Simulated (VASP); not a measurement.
# Au (Pm-3m) in VASP: further runs

Runs on Au. Level: LDA. Tasks: single point.

All numbers are computed with VASP 6.6.1; they aren't measurements. Logs are shortened: lines on timing, memory, paths and dates and some standing lists are left out, and cuts for length are marked.

### Step 1. The cell of the first run

Symmetry: Pm-3m, No. 221, cubic system. Conventional cell: a = 2.517 Å, b = 2.517 Å, c = 2.517 Å, α = 90.00°, β = 90.00°, γ = 90.00°. Au (site symmetry m-3m) has 6 Au at 2.52 Å within 3.3 Å.

### Step 2. Single point, LDA (volume scaled by 0.84)

Contents of INCAR:

```
SYSTEM = Au
PREC     = Accurate       ! precision mode
ENCUT    = 520            ! plane-wave cutoff, eV
EDIFF    = 1E-6           ! SCF threshold, eV
ISMEAR   = -1             ! smearing method
SIGMA    = 0.05           ! smearing width, eV
LREAL    = .FALSE.        ! projectors in reciprocal space
LASPH    = .TRUE.         ! aspherical terms in the spheres
NELM     = 80             ! most SCF steps
ALGO     = Normal         ! electronic algorithm
ISIF     = 2              ! what is computed and relaxed
LWAVE    = .FALSE.        ! write WAVECAR
LCHARG   = .FALSE.        ! write CHGCAR
GGA      = CA             ! functional
NBANDS   = 12             ! bands
```

Contents of KPOINTS:

```
regular mesh
0
G
  14 14 14
  0 0 0
```

Contents of POSCAR:

```
Au
1.0
    2.5167933217      0.0000000000      0.0000000000
    0.0000000000      2.5167933217      0.0000000000
    0.0000000000      0.0000000000      2.5167933217
Au
1
Direct
    0.0000000000      0.0000000000      0.0000000000
```

Potentials or basis: VASP PAW LDA potentials, release 64 (Au).

Command:

```bash
cat potpaw_LDA.64/Au/POTCAR > POTCAR
mpirun -np 1 vasp_std > vasp.out
```

OUTCAR:

```text
SYSTEM = Au
   PREC = Accurate
   ENCUT = 520
   EDIFF = 1E-6
   ISMEAR = -1
   LREAL = .FALSE.
   LASPH = .TRUE.
   NELM = 80
   ISIF = 2
   GGA = CA

 ion  position               nearest neighbor table
   1  0.000  0.000  0.000-

  LATTYP: Found a simple cubic cell.
 ALAT       =     2.5167933217

  Lattice vectors:

 A1 = (   2.5167933217,   0.0000000000,   0.0000000000)
 A2 = (   0.0000000000,   2.5167933217,   0.0000000000)
 A3 = (   0.0000000000,   0.0000000000,   2.5167933217)

Analysis of symmetry for initial positions (statically):
=====================================================================
 Subroutine PRICEL returns:
 Original cell was already a primitive cell.

 Routine SETGRP: Setting up the symmetry group for a
 simple cubic supercell.

 Subroutine GETGRP returns: Found 48 space group operations
 (whereof 48 operations were pure point group operations)
 out of a pool of 48 trial point group operations.

The static configuration has the point symmetry O_h .

Analysis of symmetry for dynamics (positions and initial velocities):
=====================================================================
 Subroutine PRICEL returns:
 Original cell was already a primitive cell.

 Routine SETGRP: Setting up the symmetry group for a
 simple cubic supercell.

 Subroutine GETGRP returns: Found 48 space group operations
 (whereof 48 operations were pure point group operations)
 out of a pool of 48 trial point group operations.

The dynamic configuration has the point symmetry O_h .

 Subroutine INISYM returns: Found 48 space group operations
 (whereof 48 operations are pure point group operations),
 and found     1 'primitive' translations

----------------------------------------------------------------------------------------

                                     Primitive cell

  volume of cell :      15.9420

  direct lattice vectors                    reciprocal lattice vectors
     2.516793322  0.000000000  0.000000000     0.397330997  0.000000000  0.000000000
     0.000000000  2.516793322  0.000000000     0.000000000  0.397330997  0.000000000
     0.000000000  0.000000000  2.516793322     0.000000000  0.000000000  0.397330997

  length of vectors
     2.516793322  2.516793322  2.516793322     0.397330997  0.397330997  0.397330997

  position of ions in fractional coordinates (direct lattice)
     0.000000000  0.000000000  0.000000000

  ion indices of the primitive-cell ions
   primitive index   ion index
                 1           1

----------------------------------------------------------------------------------------

 KPOINTS: regular mesh

Automatic generation of k-mesh.
 Grid dimensions read from file:
 generate k-points for:   14   14   14

 Generating k-lattice:

  Cartesian coordinates                     Fractional coordinates (reciprocal lattice)
     0.028380786  0.000000000  0.000000000     0.071428571  0.000000000  0.000000000
     0.000000000  0.028380786  0.000000000     0.000000000  0.071428571  0.000000000
     0.000000000  0.000000000  0.028380786     0.000000000  0.000000000  0.071428571

  Length of vectors
     0.028380786  0.028380786  0.028380786

  Shift w.r.t. Gamma in fractional coordinates (k-lattice)
     0.000000000  0.000000000  0.000000000

 Subroutine IBZKPT returns following result:
 ===========================================

 Found    120 irreducible k-points:

 Following reciprocal coordinates:
            Coordinates               Weight
  0.000000  0.000000  0.000000      1.000000
  0.071429  0.000000  0.000000      6.000000
  0.142857  0.000000  0.000000      6.000000
  0.214286  0.000000  0.000000      6.000000
  0.285714  0.000000  0.000000      6.000000
  0.357143  0.000000  0.000000      6.000000
[... 16 lines left out ...]
  0.285714  0.214286  0.000000     24.000000
  0.357143  0.214286  0.000000     24.000000
 [... further k-points ...]
   k-points           NKPTS =    120   k-points in BZ     NKDIM =    120   number of bands    NBANDS=     12
   number of dos      NEDOS =    301   number of ions     NIONS =      1
   total plane-waves  NPLWV =   8000
   dimension x,y,z NGX =    20 NGY =   20 NGZ =   20
   dimension x,y,z NGXF=    40 NGYF=   40 NGZF=   40
   ions per type =               1
   NGX,Y,Z   is equivalent  to a cutoff of  13.21, 13.21, 13.21 a.u.
   NGXF,Y,Z  is equivalent  to a cutoff of  26.42, 26.42, 26.42 a.u.
 SYSTEM =  Au
   PREC   = accura    normal or accurate (medium, high low for compatibility)
   ISTART =      0    job   : 0-new  1-cont  2-samecut
   ICHARG =      2    charge: 1-file 2-atom 10-const
   ISPIN  =      1    spin polarized calculation?
   LNONCOLLINEAR =      F non collinear calculations
   LSORBIT =      F    spin-orbit coupling
   LASPH  =      T    aspherical Exc in radial PAW
   ENCUT  =  520.0 eV  38.22 Ry    6.18 a.u.   4.68  4.68  4.68*2*pi/ulx,y,z
   NELM   =     80;   NELMIN=  2; NELMDL= -5     # of ELM steps
   EDIFF  = 0.1E-05   stopping-criterion for ELM
   LREAL  =      F    real-space projection
   EDIFFG = 0.1E-04   stopping-criterion for IOM
   NSW    =      0    number of steps for IOM
   IBRION =     -1    ionic relax: 0-MD 1-quasi-New 2-CG
   NFREE  =      0    steps in history (QN), initial steepest desc. (CG)
   ISIF   =      2    stress and relaxation
   ISYM   =      2    0-nonsym 1-usesym 2-fastsym
   POTIM  = 0.5000    time-step for ionic-motion
   TEBEG  =    0.0;   TEEND  =   0.0 temperature during run
   PSTRESS=    0.0 pullay stress
   NELECT =      11.0000    total number of electrons
   NUPDOWN=      -1.0000    fix difference up-down
   EMIN   =  10.00;   EMAX   =-10.00  energy-range for DOS
   EFERMI =   0.00;   METHOD = LEGACY
   ISMEAR =    -1;   SIGMA  =   0.05  broadening in eV -4-tet -1-fermi 0-gaus
   EFERMI_NEDOS =   21; number of points for ismear=-14 and -15
   IALGO  =     38    algorithm
   IMIX   =      4    mixing-type and parameters
     AMIX     =   0.40;   BMIX     =  1.00
     AMIX_MAG =   1.60;   BMIX_MAG =  1.00
  volume/ion in A,a.u.               =      15.94       107.58
  Fermi-wavevector in a.u.,A,eV,Ry     =   1.446632  2.733739 28.473527  2.092745
  Thomas-Fermi vector in A             =   2.564679
   LORBIT       =      0    0 simple, 1 ext, 2 COOP (PROOUT), +10 PAW based schemes
   GGA     = CA    functional components
   LHFCALC =     F    Hartree Fock is set to
   AEXX    =    0.0000 exact exchange contribution
   IVDW    =     0    specifies the selected vdW correction
   LEPSILON=     F    determine dielectric tensor
   LRPA    =     F    only Hartree local field effects (RPA)
 non-spin polarized calculation
  energy-cutoff  :      520.00
  volume of cell :       15.94
 maximum number of plane-waves:       449
 NGX is ok and might be reduce to    20
   NGX =  9   NGY =  9   NGZ =  9

 number of electron      11.0000005 magnetization

 Free energy of the ion-electron system (eV)
  ---------------------------------------------------
  ext. energy  EPLUGINS =         0.00000000
  ---------------------------------------------------
  free energy    TOTEN  =        -3.82391302 eV

  energy without entropy =       -3.82009077  energy(sigma->0) =       -3.82200190

 E-fermi :  10.1302     XC(G=0): -13.2416

 val. band max:       10.1288183538   @ k =   0.4286   0.2143   0.0714
 cond. band min:      10.1837077360   @ k =   0.5000   0.4286   0.3571
 fundamental gap:      0.0548893822
 Fermi energy:        10.1301892112

 k-point     1 :       0.0000    0.0000    0.0000
  band No.  band energies     occupation
      1      -0.1327      2.00000
      2       2.2952      2.00000
      3       2.2952      2.00000
      4       8.7576      2.00000
      5       8.7576      2.00000
      6       8.7576      2.00000
      7      25.3332      0.00000
      8      25.3332      0.00000
      9      25.3332      0.00000
     10      31.6878      0.00000
     11      34.3999      0.00000
     12      34.3999      0.00000

 k-point     2 :       0.0714    0.0000    0.0000
  band No.  band energies     occupation
      1       0.0244      2.00000
      2       2.3237      2.00000
      3       2.4396      2.00000
      4       8.6175      2.00000
      5       8.6175      2.00000
      6       8.7685      2.00000
      7      24.2605      0.00000
      8      25.6121      0.00000
      9      25.6121      0.00000
     10      32.3402      0.00000
     11      33.3830      0.00000
     12      35.0376      0.00000

 k-point     3 :       0.1429    0.0000    0.0000
  band No.  band energies     occupation
      1       0.4469      2.00000
      2       2.4044      2.00000
      3       2.8979      2.00000
      4       8.2438      2.00000
      5       8.2438      2.00000
      6       8.7994      2.00000
      7      22.1340      0.00000
      8      26.3902      0.00000
      9      26.3902      0.00000
     10      31.6194      0.00000
     11      32.8543      0.00000
     12      37.2477      0.00000
[... 286 lines left out ...]
 k-point    23 :       0.2857    0.2143    0.0000
  band No.  band energies     occupation
      1       2.4104      2.00000
      2       3.8497      2.00000
      3       4.9687      2.00000
      4       6.8333      2.00000
      5       7.3644      2.00000
      6       7.9585      2.00000
      7      19.2406      0.00000
      8      22.6853      0.00000
      9      29.2553      0.00000
     10      31.2471      0.00000
     11      34.4879      0.00000
     12      37.3304      0.00000

 k-point    24 :       0.3571    0.2143    0.0000
  band No.  band energies     occupation
      1       2.7180      2.00000
      2       3.9863      2.00000
      3       5.0645      2.00000
      4       6.9604      2.00000
      5       8.0154      2.00000
      6       8.0550      2.00000
      7      17.0312      0.00000
      8      23.8312      0.00000
      9      28.3914      0.00000
     10      32.0273      0.00000
     11      32.6887      0.00000
     12      38.0932      0.00000

 [... further k-points ...]
[... 5 lines left out ...]
  --------------------------------------------------------------------------------------
  -------------------------------------------------------------------------------------
  Total        4.2629313      4.2629313      4.2629313      0.0000000      0.0000000     -0.0000000
  in kB      428.4264286    428.4264286    428.4264286      0.0000000      0.0000000     -0.0000000
  external PRESSURE =     428.4264286 kB  Pullay stress =       0.0000000 kB

 VOLUME and BASIS-vectors are now :
 -----------------------------------------------------------------------------
  energy-cutoff  :      520.00
  volume of cell :       15.94
      direct lattice vectors                 reciprocal lattice vectors
     2.516793322  0.000000000  0.000000000     0.397330997  0.000000000  0.000000000
     0.000000000  2.516793322  0.000000000     0.000000000  0.397330997  0.000000000
     0.000000000  0.000000000  2.516793322     0.000000000  0.000000000  0.397330997

 POSITION                                       TOTAL-FORCE (eV/Angst)
 -----------------------------------------------------------------------------------
      0.00000      0.00000      0.00000         0.000000      0.000000      0.000000
 -----------------------------------------------------------------------------------
    total drift:                                0.000000      0.000000      0.000000

  FREE ENERGIE OF THE ION-ELECTRON SYSTEM (eV)
  ---------------------------------------------------
  free  energy   TOTEN  =        -3.8239130235 eV

  energy  without entropy=       -3.8200907714  energy(sigma->0) =       -3.82200190
```

Wall time 5.8 s (1 thread of Intel Xeon 6975P-C (Granite Rapids), shared host); peak memory 0.13 GiB.

Results:

| Item | Value |
| --- | --- |
| Free energy | -3.8239 eV |
| Pressure | 42.8 GPa |

Caveat: spin-orbit coupling is left out, which moves the levels of the heavy elements.

### Step 3. Single point, LDA (volume scaled by 0.84)

Contents of INCAR:

```
PREC     = Accurate       # precision mode
ENCUT    = 520            # plane-wave cutoff, eV
EDIFF    = 1E-7           # SCF threshold, eV
ISMEAR   = -1             # smearing method
SIGMA    = 0.05           # smearing width, eV
LREAL    = False          # projectors in reciprocal space
LASPH    = True           # aspherical terms in the spheres
NELM     = 60             # most SCF steps
ALGO     = Normal         # electronic algorithm
ISIF     = 2              # what is computed and relaxed
LWAVE    = False          # write WAVECAR
LCHARG   = False          # write CHGCAR
GGA      = CA             # functional
NBANDS   = 12             # bands
```

Contents of KPOINTS:

```
regular mesh
0
Gamma
  14 14 14
```

POSCAR is that of step 2.

Potentials or basis: VASP PAW LDA potentials, release 64 (Au).

Command:

```bash
cat potpaw_LDA.64/Au/POTCAR > POTCAR
mpirun -np 1 vasp_std > vasp.out
```

OUTCAR:

```text
PREC = Accurate
   ENCUT = 520
   EDIFF = 1E-7
   ISMEAR = -1
   LREAL = False
   LASPH = True
   NELM = 60
   ISIF = 2
   GGA = CA

 ion  position               nearest neighbor table
   1  0.000  0.000  0.000-

  LATTYP: Found a simple cubic cell.
 ALAT       =     2.5167933217

  Lattice vectors:

 A1 = (   2.5167933217,   0.0000000000,   0.0000000000)
 A2 = (   0.0000000000,   2.5167933217,   0.0000000000)
[... 528 lines left out ...]
      1       2.7180      2.00000
      2       3.9863      2.00000
      3       5.0645      2.00000
      4       6.9604      2.00000
      5       8.0154      2.00000
      6       8.0550      2.00000
      7      17.0312      0.00000
      8      23.8312      0.00000
      9      28.3914      0.00000
     10      32.0273      0.00000
     11      32.6887      0.00000
     12      38.0932      0.00000

 [... further k-points ...]
[... 5 lines left out ...]
  --------------------------------------------------------------------------------------
  -------------------------------------------------------------------------------------
  Total        4.2629332      4.2629332      4.2629332      0.0000000     -0.0000000      0.0000000
  in kB      428.4266277    428.4266277    428.4266277      0.0000000     -0.0000000      0.0000000
  external PRESSURE =     428.4266277 kB  Pullay stress =       0.0000000 kB

 VOLUME and BASIS-vectors are now :
 -----------------------------------------------------------------------------
  energy-cutoff  :      520.00
  volume of cell :       15.94
      direct lattice vectors                 reciprocal lattice vectors
     2.516793322  0.000000000  0.000000000     0.397330997  0.000000000  0.000000000
     0.000000000  2.516793322  0.000000000     0.000000000  0.397330997  0.000000000
     0.000000000  0.000000000  2.516793322     0.000000000  0.000000000  0.397330997

 POSITION                                       TOTAL-FORCE (eV/Angst)
 -----------------------------------------------------------------------------------
      0.00000      0.00000      0.00000         0.000000      0.000000      0.000000
 -----------------------------------------------------------------------------------
    total drift:                               -0.000000      0.000000      0.000000

  FREE ENERGIE OF THE ION-ELECTRON SYSTEM (eV)
  ---------------------------------------------------
  free  energy   TOTEN  =        -3.8239130235 eV

  energy  without entropy=       -3.8200907714  energy(sigma->0) =       -3.82200190
```

Run time: 6 s. Hardware: 1 thread of Intel Xeon 6975P-C (Granite Rapids), shared host; peak memory 0.13 GiB.

Results:

```
Free energy : -3.8239 eV
Pressure    : 42.8 GPa
```

Levels at points of the mesh, in eV from the Fermi level:
```
           k point  band 4  band 5  band 6  band 7  band 8  band 9
(0.00, 0.00, 0.00)   -1.37   -1.37   -1.37   15.20   15.20   15.20
(0.50, 0.00, 0.00)   -3.69   -1.71   -1.15    3.43   16.39   19.76
(0.50, 0.50, 0.00)   -3.27    0.36    3.73    3.73    9.31   13.12
(0.50, 0.50, 0.50)    0.51    0.51    9.37    9.79    9.79    9.79
```

Caveat: spin-orbit coupling is left out, which moves the levels of the heavy elements.

### Step 4. Single point, LDA (volume scaled by 0.84)

Contents of INCAR:

```
SYSTEM = Au
  PREC = Accurate
  ENCUT = 520
  EDIFF = 1E-7
  ISMEAR = -1
  SIGMA = 0.05
  LREAL = .False.
  LASPH = .True.
  NELM = 60
  ALGO = Normal
  ISIF = 2
  LWAVE = .False.
  LCHARG = .False.
  NBANDS = 12
```

Contents of KPOINTS:

```
regular mesh
0
Gamma
  14 14 14
  0 0 0
```

POSCAR is that of step 3.

Command:

```bash
cat potpaw_LDA.64/Au/POTCAR > POTCAR
mpirun -np 1 vasp_std > vasp.out
```

It took 8.5 s on 1 thread of Intel Xeon Platinum 8559C (Emerald Rapids), shared host; peak memory 0.13 GiB.

It converged, with:

```
Free energy : -3.8239 eV
Pressure    : 42.8 GPa
```

Levels at points of the mesh, in eV from the Fermi level:
| k point | band 3 | band 4 | band 5 | band 6 | band 7 | band 8 | band 9 | band 10 |
| --- | --- | --- | --- | --- | --- | --- | --- | --- |
| (0.00, 0.00, 0.00) | -7.83 | -1.37 | -1.37 | -1.37 | 15.20 | 15.20 | 15.20 | 21.56 |
| (0.50, 0.00, 0.00) | -3.69 | -3.69 | -1.71 | -1.15 | 3.43 | 16.39 | 19.76 | 21.50 |
| (0.50, 0.50, 0.00) | -3.27 | -3.27 | 0.36 | 3.73 | 3.73 | 9.31 | 13.12 | 21.70 |
| (0.50, 0.50, 0.50) | -6.87 | 0.51 | 0.51 | 9.37 | 9.79 | 9.79 | 9.79 | 17.39 |

Caveat: spin-orbit coupling is left out, which moves the levels of the heavy elements.

### Step 5. Single point, LDA (volume scaled by 0.92)

Contents of INCAR:

```
PREC = Accurate
ENCUT = 520
EDIFF = 1E-6
ISMEAR = -1
SIGMA = 0.05
LREAL = F
LASPH = T
NELM = 60
ALGO = Normal
ISIF = 2
LWAVE = F
LCHARG = T
LELF = T
LVHAR = T
NBANDS = 12
```

Contents of KPOINTS:

```
regular mesh
0
Gamma
  14 14 14
```

Contents of POSCAR:

```
Au
1.0
    2.5942813086      0.0000000000      0.0000000000
    0.0000000000      2.5942813086      0.0000000000
    0.0000000000      0.0000000000      2.5942813086
Au
1
Direct
    0.0000000000      0.0000000000      0.0000000000
```

Command:

```bash
cat potpaw_LDA.64/Au/POTCAR > POTCAR
mpirun -np 1 vasp_std > vasp.out
```

Run time: 8.4 s. Hardware: 1 thread of Intel Xeon Platinum 8559C (Emerald Rapids), shared host; peak memory 0.13 GiB.

Results (log left out):

```yaml
Free_energy: -4.0949 eV
Pressure: 16.3 GPa
```

Levels at points of the mesh, in eV from the Fermi level:
| k point | band 2 | band 3 | band 4 | band 5 | band 6 | band 7 | band 8 | band 9 |
| --- | --- | --- | --- | --- | --- | --- | --- | --- |
| (0.00, 0.00, 0.00) | -6.95 | -6.95 | -1.35 | -1.35 | -1.35 | 14.75 | 14.75 | 14.75 |
| (0.50, 0.00, 0.00) | -6.42 | -3.32 | -3.32 | -1.22 | -1.16 | 2.92 | 16.45 | 19.33 |
| (0.50, 0.50, 0.00) | -5.92 | -2.97 | -2.97 | 0.13 | 3.78 | 3.78 | 8.21 | 12.55 |
| (0.50, 0.50, 0.50) | -6.06 | -6.06 | 0.26 | 0.26 | 9.26 | 9.26 | 9.26 | 9.75 |

Caveat: spin-orbit coupling is left out, which moves the levels of the heavy elements.
